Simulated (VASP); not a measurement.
A run of VASP 6.6.1 is set up as follows.

Contents of INCAR:

```
SYSTEM = LaPd3
ALGO = Normal ; EDIFF = 1E-6
ENCUT = 520 ; GGA = PS
ISIF = 2 ; ISMEAR = 0
LASPH = .TRUE. ; LCHARG = .FALSE.
LREAL = .FALSE. ; LWAVE = .FALSE.
NBANDS = 28 ; NELM = 100
PREC = Accurate ; SIGMA = 0.5
```

File KPOINTS:

```
k-points
0
G
  6 6 6
  0 0 0
```

File POSCAR:

```
LaPd3
1.0
    4.2280000000      0.0000000000      0.0000000000
    0.0000000000      4.2280000000      0.0000000000
    0.0000000000      0.0000000000      4.2280000000
La Pd
1 3
Direct
    0.0000000000      0.0000000000      0.0000000000
    0.0000000000      0.5000000000      0.5000000000
    0.5000000000      0.0000000000      0.5000000000
    0.5000000000      0.5000000000      0.0000000000
```

Potentials or basis: VASP PAW PBE potentials, release 64 (La, Pd).

Launch:

```bash
$ cat potpaw_PBE.64/La/POTCAR potpaw_PBE.64/Pd/POTCAR > POTCAR
$ mpirun -np 1 vasp_std > vasp.out
```

(1) Predict the pressure.

Results:

(1) -6.1 GPa.

Caveat: the PAW data sets were made with another functional, which shifts forces and pressure a little.
